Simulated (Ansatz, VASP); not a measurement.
## One calculation of HfC, two programs

INCAR

```
  PREC = Accurate
  ENCUT = 520
  EDIFF = 1E-6
  ISMEAR = 0
  SIGMA = 0.15
  LREAL = F
  LASPH = T
  NELM = 100
  ALGO = Normal
  ISIF = 2
  LWAVE = F
  LCHARG = F
  GGA = PE
  NBANDS = 14
```

The input KPOINTS:

```
regular mesh
0
Gamma
  20 20 20
```

Contents of POSCAR:

```
HfC
1.0
   -0.9764388137      1.9528776273      1.9528776273
    1.9528776273     -0.9764388137      1.9528776273
    1.9528776273      1.9528776273     -0.9764388137
Hf C
1 1
Direct
    0.5000000000      0.5000000000      0.5000000000
    0.0000000000      0.0000000000      0.0000000000
```

Input for Ansatz:

```yaml
crystal:
  lattice:
    - [-0.9764388137, 1.9528776273, 1.9528776273]
    - [1.9528776273, -0.9764388137, 1.9528776273]
    - [1.9528776273, 1.9528776273, -0.9764388137]
  atoms:
    - { symbol: Hf, position: [0.5, 0.5, 0.5] }
    - { symbol: C, position: [0.0, 0.0, 0.0] }
basis:
  ecutwfc: 420
kpoints:
  mp_grid: { grid: [20, 20, 20] }
hamiltonian:
  xc: pbe
scf:
  occupations: { method: gaussian, width: 0.15 }
output:
  forces: true
  stress: true
  eigenvalues: true
```

Alike in both runs: task single point; functional PBE; k mesh 20 × 20 × 20; occupations gaussian, width 0.15 eV; no spin polarisation.

|  | VASP | Ansatz |
| --- | --- | --- |
| version | VASP 6.6.1 | Ansatz 0.2.0 |
| potentials or method | VASP PAW PBE potentials, release 64 (Hf_pv, C), cutoff 520 eV | scalar-relativistic, plane waves, PAW |
| valence electrons in the cell | 14 | 30 |

Ansatz gave:

| Item | Value |
| --- | --- |
| gap on the k mesh at the Fermi level (eV) | none |
| pressure (GPa) | -5.5 |

Q: Which values does VASP return?

A: gap on the k mesh at the Fermi level (eV): none; pressure (GPa): -6.8.

A gap of «none» marks a metal or a gap that the smearing closes. VASP's potentials hold 14 valence electrons a cell and Ansatz's 30, so a difference there can come from the potentials and not from the codes.

Neither program's run includes spin-orbit coupling.
